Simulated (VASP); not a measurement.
Crystal: Mg3ZnS4.

```xyz
8
Lattice="3.6608 -0.0343 0.0291 -0.0343 3.7174 -0.0147 0.0823 -0.0416 10.1871" Properties=species:S:1:pos:R:3 pbc="T T T"
Mg    2.0038    1.9044    7.7107
Mg   -0.1466   -0.0349    5.1679
Mg    1.7748    1.9741    2.5063
Zn    0.1309   -0.0539   -0.0100
S    -0.0205   -0.1623    2.5573
S     1.7389    1.9159    0.0182
S     0.0358    0.0402    7.8470
S     1.8530    1.7411    5.1154
```

| Property | Result |
| --- | --- |
| Program | VASP 6.6.1 |
| Task | relaxation of cell and atoms |
| Functional | PBEsol |
| Potentials or basis | VASP PAW PBE potentials, release 64 (Mg, Zn, S) |
| Cutoff | 600 eV |
| k mesh | 6 × 6 × 2 |
| Occupations | fermi-dirac, width 0.05 eV |
| Spin | no spin polarisation |

At the start: pressure 0.6 GPa; volume 17.33 Å³/atom.

Problem. How do energy, volume and symmetry change on relaxing?

Solution. Over 34 steps the energy falls by 45.9 meV/atom and the volume is 16.98 Å³/atom (-2.0 %); space group P1 (No. 1, to 0.1 Å) before, P4/mmm (No. 123, to 0.1 Å).

The path:
```
step  energy change (eV)  largest force (eV/Å)  pressure (GPa)  volume (Å³)
   1              0.0000                1.1209            0.59       138.61
   2             -0.1796                0.6832           -1.03       139.88
   3             -0.2633                0.2824           -2.59       141.65
   4             -0.3202                0.2958            1.03       135.05
   5             -0.3240                0.2793            0.26       136.31
   6             -0.3425                0.1541            0.19       136.22
   7             -0.3490                0.1326            0.19       136.12
   8             -0.3542                0.0870           -0.22       136.68
   9             -0.3556                0.0825           -0.55       137.17
  10             -0.3591                0.0751           -0.24       136.56
  11             -0.3607                0.0762            0.21       135.78
  12             -0.3628                0.0604            0.16       135.83
  13             -0.3648                0.0382            0.06       135.94
  14             -0.3654                0.0336           -0.06       136.12
  15             -0.3656                0.0345           -0.16       136.28
  16             -0.3659                0.0273            0.01       136.02
  17             -0.3660                0.0267            0.08       135.92
  18             -0.3663                0.0218            0.04       135.95
  19             -0.3666                0.0186            0.00       136.03
  20             -0.3667                0.0162           -0.02       136.06
  21             -0.3667                0.0161           -0.03       136.08
  22             -0.3668                0.0166            0.06       135.96
  23             -0.3668                0.0160            0.05       135.95
  24             -0.3668                0.0157            0.02       135.97
  25             -0.3669                0.0129           -0.03       136.04
  26             -0.3669                0.0145           -0.05       136.07
  27             -0.3669                0.0152           -0.03       136.04
  28             -0.3670                0.0184            0.02       135.96
  29             -0.3670                0.0243            0.10       135.81
  30             -0.3671                0.0213            0.04       135.88
  31             -0.3671                0.0158            0.03       135.90
  32             -0.3672                0.0126           -0.02       135.97
  33             -0.3673                0.0109            0.01       135.92
  34             -0.3673                0.0086            0.05       135.84
```

Final structure:
```cif
data_structure
_symmetry_space_group_name_H-M 'P 1'
_symmetry_Int_Tables_number 1
_cell_length_a 3.6358
_cell_length_b 3.6367
_cell_length_c 10.2732
_cell_angle_alpha 90.004
_cell_angle_beta 89.995
_cell_angle_gamma 90.011
_cell_volume 135.84
loop_
_atom_site_label
_atom_site_type_symbol
_atom_site_fract_x
_atom_site_fract_y
_atom_site_fract_z
_atom_site_occupancy
Mg1 Mg 0.49339 0.50274 0.75686 1
Mg2 Mg 0.99421 0.00210 0.50383 1
Mg3 Mg 0.49530 0.50372 0.25127 1
Zn1 Zn 0.00479 0.00262 0.00390 1
S1 S 0.99456 0.00354 0.24949 1
S2 S 0.49445 0.50247 0.00402 1
S3 S 0.99317 0.00266 0.75837 1
S4 S 0.49414 0.50253 0.50408 1
```

Caveat: the PAW data sets were made with another functional, which shifts forces and pressure a little.
